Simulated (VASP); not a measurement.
# ZrH5 (P3m1) in VASP: single point with PBE

Aim: the single point of ZrH5 with PBE.

All numbers are computed with VASP 6.6.1; they aren't measurements. Logs are shortened: lines on timing, memory, paths and dates and some standing lists are left out, and cuts for length are marked.

### 1 The cell of the first run

The structure is trigonal, space group P3m1 (No. 156). The conventional cell has a = 3.784 Å, b = 3.784 Å, c = 3.300 Å, α = 90.00°, β = 90.00°, γ = 120.00°. Within 2.6 Å of Zr (site symmetry 3m) lie 12 H at 1.97 to 2.19 Å. H (site symmetry 3m) has 3 Zr at 2.18 Å and 15 H at 2.18 to 2.53 Å within 2.9 Å. Within 2.6 Å of H (site symmetry m) lie 10 H at 1.88 to 2.53 Å and 2 Zr at 1.97 to 1.98 Å. Within 2.6 Å of H (site symmetry 3m) lie 9 H at 1.92 to 2.18 Å and 3 Zr at 2.19 Å.

The cell was built from a structure type or drawn by symmetry, and may not be a known phase.

### 2 Single point, PBE

INCAR

```
SYSTEM = ZrH5
ALGO     = Normal         ! electronic algorithm
EDIFF    = 1E-6           ! SCF threshold, eV
ENCUT    = 500            ! plane-wave cutoff, eV
GGA      = PE             ! functional
GGA_COMPAT= .False.      
ISIF     = 2              ! what is computed and relaxed
ISMEAR   = 0              ! smearing method
LASPH    = .True.         ! aspherical terms in the spheres
LCHARG   = .True.         ! write CHGCAR
LELF     = .True.         ! ELF
LREAL    = .False.        ! projectors in reciprocal space
LVHAR    = .True.       
LWAVE    = .False.        ! write WAVECAR
NBANDS   = 18             ! bands
NELM     = 120            ! most SCF steps
PREC     = Accurate       ! precision mode
SIGMA    = 0.2            ! smearing width, eV
```

KPOINTS

```
k-points
0
Gamma
  5 5 3
  0 0 0
```

POSCAR

```
ZrH5
1.0
    3.7838794111      0.0000000000      0.0000000000
   -1.8919397056      3.2769356949      0.0000000000
    0.0000000000      0.0000000000      3.2997583923
Zr H
1 5
Direct
    0.3333333333      0.6666666667      0.4918341505
    0.0000000000      0.0000000000      0.4837708330
    0.4989500704      0.5010499296     -0.0069582096
    0.4989500704      0.9979001408     -0.0069582096
    0.0020998592      0.5010499296     -0.0069582096
    0.6666666667      0.3333333333      0.4717698252
```

Potentials or basis: VASP PAW PBE potentials, release 64 (Zr_sv, H).

The run is started by

```bash
> cat potpaw_PBE.64/Zr_sv/POTCAR potpaw_PBE.64/H/POTCAR > POTCAR
> mpirun -np 1 vasp_std > vasp.out
```

OUTCAR:

```text
SYSTEM = ZrH5
   EDIFF = 1E-6
   ENCUT = 500
   GGA = PE
   ISIF = 2
   ISMEAR = 0
   LASPH = .True.
   LREAL = .False.
   NELM = 120
   PREC = Accurate

 ion  position               nearest neighbor table
   1  0.333  0.667  0.492-   5 1.97   4 1.97   3 1.97   5 1.98   4 1.98   3 1.98   2 2.18   2 2.18
                             2 2.18   6 2.19   6 2.19   6 2.19
   2  0.000  0.000  0.484-   1 2.18   1 2.18   1 2.18
   3  0.499  0.501  0.993-   1 1.97   1 1.98
   4  0.499  0.998  0.993-   1 1.97   1 1.98
   5  0.002  0.501  0.993-   1 1.97   1 1.98
   6  0.667  0.333  0.472-   1 2.19   1 2.19   1 2.19

  LATTYP: Found a hexagonal cell.
 ALAT       =     3.7838794111
 C/A-ratio  =     0.8720569642

  Lattice vectors:

 A1 = (   3.7838794111,   0.0000000000,   0.0000000000)
 A2 = (  -1.8919397056,   3.2769356949,   0.0000000000)
 A3 = (   0.0000000000,   0.0000000000,   3.2997583923)

Analysis of symmetry for initial positions (statically):
=====================================================================
 Subroutine PRICEL returns:
 Original cell was already a primitive cell.

 Routine SETGRP: Setting up the symmetry group for a
 hexagonal supercell.

 Subroutine GETGRP returns: Found  6 space group operations
 (whereof  6 operations were pure point group operations)
 out of a pool of 24 trial point group operations.

The static configuration has the point symmetry C_3v.

Analysis of symmetry for dynamics (positions and initial velocities):
=====================================================================
 Subroutine PRICEL returns:
 Original cell was already a primitive cell.

 Routine SETGRP: Setting up the symmetry group for a
 hexagonal supercell.

 Subroutine GETGRP returns: Found  6 space group operations
 (whereof  6 operations were pure point group operations)
 out of a pool of 24 trial point group operations.

The dynamic configuration has the point symmetry C_3v.

 Subroutine INISYM returns: Found  6 space group operations
 (whereof  6 operations are pure point group operations),
 and found     1 'primitive' translations

----------------------------------------------------------------------------------------

                                     Primitive cell

  volume of cell :      40.9155

  direct lattice vectors                    reciprocal lattice vectors
     3.783879411  0.000000000  0.000000000     0.264279035  0.152581572  0.000000000
    -1.891939706  3.276935695  0.000000000     0.000000000  0.305163144  0.000000000
     0.000000000  0.000000000  3.299758392     0.000000000  0.000000000  0.303052491

  length of vectors
     3.783879411  3.783879411  3.299758392     0.305163144  0.305163144  0.303052491

  position of ions in fractional coordinates (direct lattice)
     0.333333333  0.666666667  0.491834150
     0.000000000  0.000000000  0.483770833
     0.498950070  0.501049930  0.993041790
     0.498950070  0.997900141  0.993041790
     0.002099859  0.501049930  0.993041790
     0.666666667  0.333333333  0.471769825

  ion indices of the primitive-cell ions
   primitive index   ion index
                 1           1
                 2           2
                 3           3
                 4           4
                 5           5
                 6           6

----------------------------------------------------------------------------------------

 KPOINTS: k-points

Automatic generation of k-mesh.
 Grid dimensions read from file:
 generate k-points for:    5    5    3

 Generating k-lattice:

  Cartesian coordinates                     Fractional coordinates (reciprocal lattice)
     0.052855807  0.030516314  0.000000000     0.200000000 -0.000000000  0.000000000
     0.000000000  0.061032629  0.000000000     0.000000000  0.200000000  0.000000000
     0.000000000  0.000000000  0.101017497     0.000000000  0.000000000  0.333333333

  Length of vectors
     0.061032629  0.061032629  0.101017497

  Shift w.r.t. Gamma in fractional coordinates (k-lattice)
     0.000000000  0.000000000  0.000000000

 Subroutine IBZKPT returns following result:
 ===========================================

 Found     12 irreducible k-points:

 Following reciprocal coordinates:
            Coordinates               Weight
  0.000000  0.000000  0.000000      1.000000
  0.200000  0.000000  0.000000      6.000000
  0.400000  0.000000  0.000000      6.000000
  0.200000  0.200000  0.000000      6.000000
  0.400000  0.200000  0.000000      6.000000
  0.000000  0.000000  0.333333      2.000000
  0.200000  0.000000  0.333333      6.000000
  0.000000  0.200000  0.333333      6.000000
  0.400000  0.000000  0.333333      6.000000
  0.000000  0.400000  0.333333      6.000000
  0.200000  0.200000  0.333333     12.000000
  0.400000  0.200000  0.333333     12.000000
   k-points           NKPTS =     12   k-points in BZ     NKDIM =     12   number of bands    NBANDS=     18
   number of dos      NEDOS =    301   number of ions     NIONS =      6
   total plane-waves  NPLWV =  18816
   dimension x,y,z NGX =    28 NGY =   28 NGZ =   24
   dimension x,y,z NGXF=    56 NGYF=   56 NGZF=   48
   ions per type =               1   5
   NGX,Y,Z   is equivalent  to a cutoff of  12.30, 12.30, 12.09 a.u.
   NGXF,Y,Z  is equivalent  to a cutoff of  24.60, 24.60, 24.18 a.u.
 SYSTEM =  ZrH5
   PREC   = accura    normal or accurate (medium, high low for compatibility)
   ISTART =      0    job   : 0-new  1-cont  2-samecut
   ICHARG =      2    charge: 1-file 2-atom 10-const
   ISPIN  =      1    spin polarized calculation?
   LNONCOLLINEAR =      F non collinear calculations
   LSORBIT =      F    spin-orbit coupling
   LASPH  =      T    aspherical Exc in radial PAW
   ENCUT  =  500.0 eV  36.75 Ry    6.06 a.u.   6.90  6.90  6.02*2*pi/ulx,y,z
   NELM   =    120;   NELMIN=  2; NELMDL= -5     # of ELM steps
   EDIFF  = 0.1E-05   stopping-criterion for ELM
   LREAL  =      F    real-space projection
   EDIFFG = 0.1E-04   stopping-criterion for IOM
   NSW    =      0    number of steps for IOM
   IBRION =     -1    ionic relax: 0-MD 1-quasi-New 2-CG
   NFREE  =      0    steps in history (QN), initial steepest desc. (CG)
   ISIF   =      2    stress and relaxation
   ISYM   =      2    0-nonsym 1-usesym 2-fastsym
   POTIM  = 0.5000    time-step for ionic-motion
   TEBEG  =    0.0;   TEEND  =   0.0 temperature during run
   PSTRESS=    0.0 pullay stress
   NELECT =      17.0000    total number of electrons
   NUPDOWN=      -1.0000    fix difference up-down
   EMIN   =  10.00;   EMAX   =-10.00  energy-range for DOS
   EFERMI =   0.00;   METHOD = LEGACY
   ISMEAR =     0;   SIGMA  =   0.20  broadening in eV -4-tet -1-fermi 0-gaus
   EFERMI_NEDOS =   21; number of points for ismear=-14 and -15
   IALGO  =     38    algorithm
   IMIX   =      4    mixing-type and parameters
     AMIX     =   0.40;   BMIX     =  1.00
     AMIX_MAG =   1.60;   BMIX_MAG =  1.00
  volume/ion in A,a.u.               =       6.82        46.02
  Fermi-wavevector in a.u.,A,eV,Ry     =   1.221599  2.308487 20.304032  1.492304
  Thomas-Fermi vector in A             =   2.356776
   LORBIT       =      0    0 simple, 1 ext, 2 COOP (PROOUT), +10 PAW based schemes
   GGA     = PE    functional components
   LHFCALC =     F    Hartree Fock is set to
   AEXX    =    0.0000 exact exchange contribution
   IVDW    =     0    specifies the selected vdW correction
   LEPSILON=     F    determine dielectric tensor
   LRPA    =     F    only Hartree local field effects (RPA)
 non-spin polarized calculation
 Gauss-broadening in eV      SIGMA  =   0.20
  energy-cutoff  :      500.00
  volume of cell :       40.92
 maximum number of plane-waves:      1043
 NGX is ok and might be reduce to    28
   NGX = 13   NGY = 13   NGZ = 13

 number of electron      16.9999999 magnetization

 Free energy of the ion-electron system (eV)
  ---------------------------------------------------
  ext. energy  EPLUGINS =         0.00000000
  ---------------------------------------------------
  free energy    TOTEN  =       -25.23107693 eV

  energy without entropy =      -25.21400920  energy(sigma->0) =      -25.22254307

 E-fermi :   4.7445     XC(G=0): -10.4930

 val. band max:        4.5909502849   @ k =   0.2000   0.2000   0.0000
 cond. band min:       4.7669630017   @ k =   0.0000   0.0000   0.0000
 fundamental gap:      0.1760127168
 Fermi energy:         4.7445414059

 k-point     1 :       0.0000    0.0000    0.0000
  band No.  band energies     occupation
      1     -43.6695      2.00000
      2     -21.7123      2.00000
      3     -21.7123      2.00000
      4     -21.4404      2.00000
      5      -4.7834      2.00000
      6       0.2448      2.00000
[... 10 lines left out ...]
     17      17.7797      0.00000
     18      19.5935      0.00000

 k-point     2 :       0.2000    0.0000    0.0000
  band No.  band energies     occupation
      1     -43.6648      2.00000
      2     -21.7834      2.00000
      3     -21.7267      2.00000
      4     -21.4349      2.00000
      5      -4.2019      2.00000
      6       0.4242      2.00000
[... 10 lines left out ...]
     17      17.6050      0.00000
     18      19.0215      0.00000

 k-point     3 :       0.4000    0.0000    0.0000
  band No.  band energies     occupation
      1     -43.6572      2.00000
      2     -21.8958      2.00000
      3     -21.7499      2.00000
      4     -21.4261      2.00000
      5      -2.8245      2.00000
      6      -0.3834      2.00000
[... 160 lines left out ...]
 k-point    11 :       0.2000    0.2000    0.3333
  band No.  band energies     occupation
      1     -43.6282      2.00000
      2     -21.8402      2.00000
      3     -21.8004      2.00000
      4     -21.7163      2.00000
      5      -1.7750      2.00000
      6       0.9559      2.00000
[... 10 lines left out ...]
     17      16.5934      0.00000
     18      18.5664      0.00000

 k-point    12 :       0.4000    0.2000    0.3333
  band No.  band energies     occupation
      1     -43.6246      2.00000
      2     -21.8325      2.00000
      3     -21.8307      2.00000
      4     -21.7483      2.00000
      5      -1.1308      2.00000
      6       0.6288      2.00000
[... 10 lines left out ...]
     17      17.3930      0.00000
     18      19.5059      0.00000

------------------------ aborting loop because EDIFF is reached ----------------------------------------

  FORCE on cell =-STRESS in cart. coord.  units (eV):
  Direction    XX          YY          ZZ          XY          YZ          ZX
  --------------------------------------------------------------------------------------
  -------------------------------------------------------------------------------------
  Total       -0.0323473     -0.0323473     -0.1456141      0.0000000      0.0000000      0.0000000
  in kB       -1.2666620     -1.2666620     -5.7019934      0.0000000      0.0000000      0.0000000
  external PRESSURE =      -2.7451058 kB  Pullay stress =       0.0000000 kB

 VOLUME and BASIS-vectors are now :
 -----------------------------------------------------------------------------
  energy-cutoff  :      500.00
  volume of cell :       40.92
      direct lattice vectors                 reciprocal lattice vectors
     3.783879411  0.000000000  0.000000000     0.264279035  0.152581572  0.000000000
    -1.891939706  3.276935695  0.000000000     0.000000000  0.305163144  0.000000000
     0.000000000  0.000000000  3.299758392     0.000000000  0.000000000  0.303052491

 POSITION                                       TOTAL-FORCE (eV/Angst)
 -----------------------------------------------------------------------------------
     -0.00000      2.18462      1.62293         0.000000     -0.000000     -0.053832
      0.00000      0.00000      1.59633        -0.000000      0.000000      0.049216
      0.94001      1.64191      3.27680        -0.032729      0.018896     -0.019611
     -0.00000      3.27005      3.27680         0.000000     -0.037792     -0.019611
     -0.94001      1.64191      3.27680         0.032729      0.018896     -0.019611
      1.89194      1.09231      1.55673         0.000000      0.000000      0.063449
 -----------------------------------------------------------------------------------
    total drift:                                0.000000     -0.000000     -0.000018

  FREE ENERGIE OF THE ION-ELECTRON SYSTEM (eV)
  ---------------------------------------------------
  free  energy   TOTEN  =       -25.2310769321 eV

  energy  without entropy=      -25.2140091993  energy(sigma->0) =      -25.22254307
```

Wall time 18 s (1 thread of AMD EPYC, shared host); peak memory 0.12 GiB.

What came out:

- Free energy: -25.2311 eV
- Pressure: -0.3 GPa
- Largest force: 0.063 eV/Å
- Band gap on the k mesh: zero (an odd number of electrons rules out a gap without spin polarisation)

Forces in eV/Å, atoms in the order of the input:
```
Zr   0.000  0.000 -0.054
H    0.000  0.000  0.049
H   -0.033  0.019 -0.020
H    0.000 -0.038 -0.020
H    0.033  0.019 -0.020
H    0.000  0.000  0.063
```

Caveat: the k points lie up to 0.63 Å⁻¹ apart, too coarse for converged energies and pressures of a metal.
